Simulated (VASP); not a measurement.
Input of a VASP 6.6.1 run:

The input INCAR:

```
ALGO = Normal ; EDIFF = 1E-6
ENCUT = 500 ; GGA = PS
GGA_COMPAT = False ; ISIF = 2
ISMEAR = 0 ; LASPH = True
LCHARG = True ; LELF = True
LREAL = False ; LVHAR = True
LWAVE = False ; NBANDS = 21
NELM = 120 ; PREC = Accurate
SIGMA = 0.1
```

The input KPOINTS:

```
k-points
0
Gamma
  6 6 6
```

Contents of POSCAR:

```
Ge
1.0
    0.0000000000      2.8374271074      2.8374271074
    2.8374271074      0.0000000000      2.8374271074
    2.8374271074      2.8374271074      0.0000000000
Ge
2
Direct
    0.5000000000      0.5000000000      0.5000000000
    0.7500000000      0.7500000000      0.7500000000
```

Potentials or basis: VASP PAW PBE potentials, release 64 (Ge_d).

The run is started by

```bash
$ cat potpaw_PBE.64/Ge_d/POTCAR > POTCAR
$ mpirun -np 1 vasp_std > vasp.out
```

Task: What does it give for the pressure?

Result: 0.0 GPa.

Task: What does it give for the band gap on the k mesh?

Result: Zero (filled and empty bands touch).

Caveat: semilocal functionals underestimate gaps, so a narrow gap can read as zero; the PAW data sets were made with another functional, which shifts forces and pressure a little.
